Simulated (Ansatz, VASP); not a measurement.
# One calculation of TaN, two programs

```
Ta N
1.0
     2.92177    0.00000    0.00000
    -1.46088    2.53033    0.00000
     0.00000    0.00000    5.91652
Ta N
2 2
Cartesian
  0.0000 0.0000 2.9583
  0.0000 0.0000 0.0000
  0.0000 1.6869 1.4791
  1.4609 0.8434 4.4374
```

Alike in both runs: functional LDA; k mesh 6 × 6 × 3; occupations fermi-dirac, width 0.05 eV; no spin polarisation.

|  | VASP | Ansatz |
| --- | --- | --- |
| version | VASP 6.6.1 | Ansatz 0.2.0 |
| potentials or method | VASP PAW LDA potentials, release 64 (Ta_pv, N) | Ansatz PAW |
| plane-wave cutoff (eV) | 520 | 420 |
| valence electrons in the cell | 32 | 36 |
| task | single point | projected density of states |

VASP gave:

| Item | Value |
| --- | --- |
| gap on the k mesh at the Fermi level (eV) | none |
| pressure (GPa) | -15.7 |
| traceless stress, the component that is largest in VASP (GPa) | -3.10 |

Q: Estimate Ansatz's values.

A: gap on the k mesh at the Fermi level (eV): none; pressure (GPa): -17.4; traceless stress, the component that is largest in VASP (GPa): -3.13.

LDA's correlation is that of Perdew and Zunger in VASP and of Perdew and Wang (1992) in Ansatz. A gap of «none» marks a metal or a gap that the smearing closes. VASP's potentials hold 32 valence electrons a cell and Ansatz's 36, so a difference there can come from the potentials and not from the codes.

The k mesh is coarse, so the values compare programs but aren't converged. Neither program's run includes spin-orbit coupling.
